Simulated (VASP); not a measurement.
A run of VASP 6.6.1 is set up as follows.

INCAR

```
SYSTEM = Ti
  PREC = Accurate
  ENCUT = 520
  EDIFF = 1E-7
  ISMEAR = 0
  SIGMA = 0.1
  LREAL = .False.
  LASPH = .True.
  NELM = 80
  ALGO = Fast
  ISIF = 2
  LWAVE = .False.
  LCHARG = .False.
  GGA = PE
  NBANDS = 12
```

File KPOINTS:

```
regular mesh
0
Gamma
  24 24 22
  0 0 0
```

POSCAR

```
Ti
1.0
    2.7308552675      0.0000000000      0.0000000000
   -1.3654276338      2.3649900357      0.0000000000
    0.0000000000      0.0000000000      2.7365956870
Ti
1
Direct
    0.0000000000      0.0000000000      0.0000000000
```

Potentials or basis: VASP PAW PBE potentials, release 64 (Ti_sv).

Command:

```sh
$ cat potpaw_PBE.64/Ti_sv/POTCAR > POTCAR
$ mpirun -np 1 vasp_std > vasp.out
```

Q: Predict the pressure.

A: -0.2 GPa.

Q: Estimate the band gap on the k mesh.

A: Zero (bands 6 and 7 overlap by 0.63 eV).
